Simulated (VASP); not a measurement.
Set up this calculation in VASP 6.6.1, as the native input.

| Property | Result |
| --- | --- |
| Task | single point |
| Functional | PBE |
| Potentials or basis | VASP PAW PBE potentials, release 64 (Mg, I) |
| Cutoff | 520 eV |
| k mesh | 6 × 6 × 4 |
| Occupations | gaussian, width 0.05 eV |
| Spin | no spin polarisation |
| Dipole correction | no |
| Further INCAR settings | ALGO = Normal; EDIFF = 1e-06; NBANDS = 15 |

The structure of MgI2 lies in POSCAR:

```
MgI2
1.0
    4.1537001214      0.0000000000      0.0000000000
   -2.0768500607      3.5972098248      0.0000000000
    0.0000000000      0.0000000000      6.7590700000
Mg I
1 2
Direct
    0.0000000000      0.0000000000      0.0000000000
    0.3333333333      0.6666666667      0.7576300000
    0.6666666667      0.3333333333      0.2423700000
```

This cell differs from its parent crystal: strain +0.000 along x and y, -0.015 along z.

One way to write it, as run:

INCAR

```
  PREC = Accurate
  ENCUT = 520
  EDIFF = 1E-6
  ISMEAR = 0
  SIGMA = 0.05
  LREAL = F
  LASPH = T
  NELM = 60
  ALGO = Normal
  ISIF = 2
  LWAVE = F
  LCHARG = T
  GGA = PE
  LELF = T
  LVHAR = T
  NBANDS = 15
```

KPOINTS

```
regular mesh
0
Gamma
  6 6 4
```

Potentials or basis: VASP PAW PBE potentials, release 64 (Mg, I).

Launch:

```console
$ cat potpaw_PBE.64/Mg/POTCAR potpaw_PBE.64/I/POTCAR > POTCAR
$ mpirun -np 1 vasp_std > vasp.out
```

It gave:

* Pressure: 1.7 GPa
* Largest force: 0.140 eV/Å
* Band gap on the k mesh: 3.44 eV, indirect (least direct gap 3.65 eV)

Caveat: the cell differs from its parent crystal (strain +0.000 along x and y, -0.015 along z); spin-orbit coupling is left out, which moves the levels of the heavy elements; this functional lacks dispersion, which binds the layers, so the pressure and a relaxed spacing across them are unreliable.

Run time: 17 s on 1 thread of Intel(R) Xeon(R) 6975P-C (Granite Rapids), on a shared host, peak memory 0.22 GiB.
